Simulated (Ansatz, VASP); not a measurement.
Given: the input of a run of Ansatz 0.2.0 on PbO.

Contents of input.yaml:

```yaml
crystal:
  lattice:
    - [3.9085485738, 0.0, 0.0]
    - [0.0, 3.9085485738, 0.0]
    - [0.0, 0.0, 4.9077264047]
  atoms:
    - { symbol: Pb, position: [0.5, 0.0, 0.76] }
    - { symbol: Pb, position: [0.0, 0.5, 0.24] }
    - { symbol: O, position: [0.5, 0.5, 0.0] }
    - { symbol: O, position: [0.0, 0.0, 0.0] }
kpoints:
  mp_grid: { grid: [7, 7, 6] }
scf:
  occupations: { method: fermi_dirac, width: 0.05 }
hamiltonian:
  xc: pbesol
  pseudopotentials: { kind: all_electron, lapw: { basis_error: 0.001 } }
output:
  forces: true
  stress: true
  eigenvalues: true
```

Potentials or basis: all-electron LAPW, scalar-relativistic.

Run with:

```bash
$ ansatz run input.yaml --threads 2 --pin off --max-ram 8192MiB --backend cpu --events-out ev --progress --plain --runs-dir out
```

Problem. Set up the same calculation for VASP 6.6.1. Potentials there: VASP PAW PBE potentials, release 64 (Pb_d, O).

Solution. As run (the cutoff follows the program's own potentials):

File INCAR:

```
PREC     = Accurate       # precision mode
ENCUT    = 520            # plane-wave cutoff, eV
EDIFF    = 1E-7           # SCF threshold, eV
ISMEAR   = -1             # smearing method
SIGMA    = 0.05           # smearing width, eV
LREAL    = False          # projectors in reciprocal space
LASPH    = True           # aspherical terms in the spheres
NELM     = 100            # most SCF steps
ALGO     = Normal         # electronic algorithm
ISIF     = 2              # what is computed and relaxed
LWAVE    = False          # write WAVECAR
LCHARG   = False          # write CHGCAR
GGA      = PS             # functional
NBANDS   = 28             # bands
```

The input KPOINTS:

```
regular mesh
0
Gamma
  7 7 6
```

The input POSCAR:

```
PbO
1.0
    3.9085485738      0.0000000000      0.0000000000
    0.0000000000      3.9085485738      0.0000000000
    0.0000000000      0.0000000000      4.9077264047
Pb O
2 2
Direct
    0.5000000000      0.0000000000      0.7600000000
    0.0000000000      0.5000000000      0.2400000000
    0.5000000000      0.5000000000      0.0000000000
    0.0000000000      0.0000000000      0.0000000000
```

Potentials or basis: VASP PAW PBE potentials, release 64 (Pb_d, O).

Command:

```console
$ cat potpaw_PBE.64/Pb_d/POTCAR potpaw_PBE.64/O/POTCAR > POTCAR
$ mpirun -np 1 vasp_std > vasp.out
```

Both were run:

|  | VASP | Ansatz | Ansatz less VASP |
| --- | --- | --- | --- |
| gap on the k mesh at the Fermi level (eV) | 1.26 | 1.26 | -0.007 |
| least direct gap on the mesh (eV) | 2.36 | 2.38 | +0.019 |
| pressure (GPa) | 4.9 | 4.8 | -0.09 |
| traceless stress, the component that is largest in VASP (GPa) | -0.92 | -0.91 | +0.005 |
| rms of the force components (eV/Å) | 0.235 | 0.216 | -0.0193 |

VASP's potentials were made for PBE, not for PBEsol. Atom by atom the forces differ by 0.019 eV/Å (rms over components). Ansatz ran all-electron here, and VASP with PAW potentials.

Neither program's run includes spin-orbit coupling.
